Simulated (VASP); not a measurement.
Wanted: the native input for a VASP 6.6.1 run.

```yaml
Task: single point
Functional: r2SCAN
Potentials_or_basis: VASP PAW PBE potentials, release 64 (O, H, F)
Cutoff: 520 eV
k_mesh: 1 × 1 × 1
Occupations: fermi-dirac, width 0.05 eV
Spin: no spin polarisation
Dipole_correction: no
Further_INCAR_settings: LREAL = Auto; ALGO = Normal; EDIFF = 1e-07; NBANDS = 55
```

The system is H17O8F.

```
CELL_PARAMETERS angstrom
6.49507 0.00000 0.00000
0.00000 6.49507 0.00000
0.00000 0.00000 6.49507
ATOMIC_POSITIONS crystal
O 0.85332 0.22420 0.51801
O 0.18707 0.39202 0.72139
O 0.02541 0.26017 0.10105
O 0.40013 0.87658 0.63899
O 0.16469 0.98616 0.35028
O 0.23643 0.70195 0.03823
O 0.46893 0.52739 0.37913
O 0.72821 0.64946 0.82403
H 0.80583 0.34731 0.55430
H 0.76978 0.17347 0.39801
H 0.18637 0.29478 0.59795
H 0.30315 0.48291 0.69768
H 0.03651 0.20345 0.97717
H 0.10567 0.16559 0.18119
H 0.46939 0.00862 0.62948
H 0.33059 0.91506 0.51287
H 0.09985 0.84273 0.31104
H 0.07019 0.06245 0.44788
H 0.20525 0.77865 0.91526
H 0.16707 0.55305 0.03740
H 0.50178 0.40820 0.29127
H 0.45062 0.63875 0.29689
H 0.59581 0.66280 0.77908
H 0.81311 0.69950 0.72851
H 0.77165 0.84781 0.04942
F 0.73346 0.94646 0.15333
```

These files were run (other wordings do the same):

POSCAR

```
H17O8F
1.0
    6.4950650000      0.0000000000      0.0000000000
    0.0000000000      6.4950650000      0.0000000000
    0.0000000000      0.0000000000      6.4950650000
O H F
8 17 1
Direct
    0.8533247935      0.2242009895      0.5180086727
    0.1870651025      0.3920207111      0.7213938583
    1.0254092915      0.2601667574      1.1010513367
    0.4001345637     -0.1234167787      0.6389928353
    0.1646942717     -0.0138412780      0.3502813290
    0.2364256555      0.7019483254      0.0382290247
    0.4689252532      0.5273850223      0.3791340040
    0.7282144213      0.6494623225      0.8240256256
    0.8058271934      0.3473098422      0.5542977630
    0.7697844440      0.1734701654      0.3980098737
    0.1863722688      0.2947776504      0.5979462869
    0.3031532402      0.4829050979      0.6976835490
    1.0365100272      0.2034467707      0.9771726688
    1.1056702281      0.1655872574      1.1811891028
    0.4693871424      0.0086219307      0.6294779190
    0.3305894552     -0.0849414132      0.5128663070
    0.0998450362     -0.1572732528      0.3110361482
    0.0701917533      0.0624474120      0.4478785047
    0.2052481384      0.7786527156     -0.0847412612
    0.1670653027      0.5530506623      0.0373976242
    0.5017809675      0.4082022274      0.2912672929
    0.4506190469      0.6387464945      0.2968869442
    0.5958062006      0.6627955224      0.7790838121
    0.8131096456      0.6995003129      0.7285069510
    0.7716473969      0.8478129164      0.0494221382
    0.7334645612      0.9464570408      0.1533317988
```

INCAR.step1

```
ALGO = Normal ; EDIFF = 1E-4
ENCUT = 520 ; GGA = PE
ISMEAR = -1 ; LASPH = T
LCHARG = F ; LREAL = Auto
LWAVE = T ; NBANDS = 55
NELM = 80 ; PREC = Accurate
SIGMA = 0.05
```

INCAR.step2

```
ALGO = Normal ; EDIFF = 1E-7
ENCUT = 520 ; ISIF = 2
ISMEAR = -1 ; ISTART = 1
LASPH = T ; LCHARG = F
LMIXTAU = T ; LREAL = Auto
LWAVE = F ; METAGGA = R2SCAN
NBANDS = 55 ; NELM = 80
PREC = Accurate ; SIGMA = 0.05
```

KPOINTS

```
k-points
0
Gamma
  1 1 1
```

Potentials or basis: VASP PAW PBE potentials, release 64 (O, H, F).

Run with:

```console
$ cat potpaw_PBE.64/O/POTCAR potpaw_PBE.64/H/POTCAR potpaw_PBE.64/F/POTCAR > POTCAR
$ cp INCAR.step1 INCAR
$ mpirun -np 1 vasp_gam > vasp.out
$ cp INCAR.step2 INCAR
$ mpirun -np 1 vasp_gam > vasp.out
```

Results of the run:

* Pressure: 1.9 GPa
* Largest force: 6.433 eV/Å
* Band gap on the k mesh: 4.50 eV

Caveat: the k points lie up to 0.97 Å⁻¹ apart; the PAW data sets were made with another functional, which shifts forces and pressure a little.

It took 78 s on 1 thread of Intel(R) Xeon(R) Platinum 8488C (Sapphire Rapids), with other jobs on the host, peak memory 0.33 GiB.
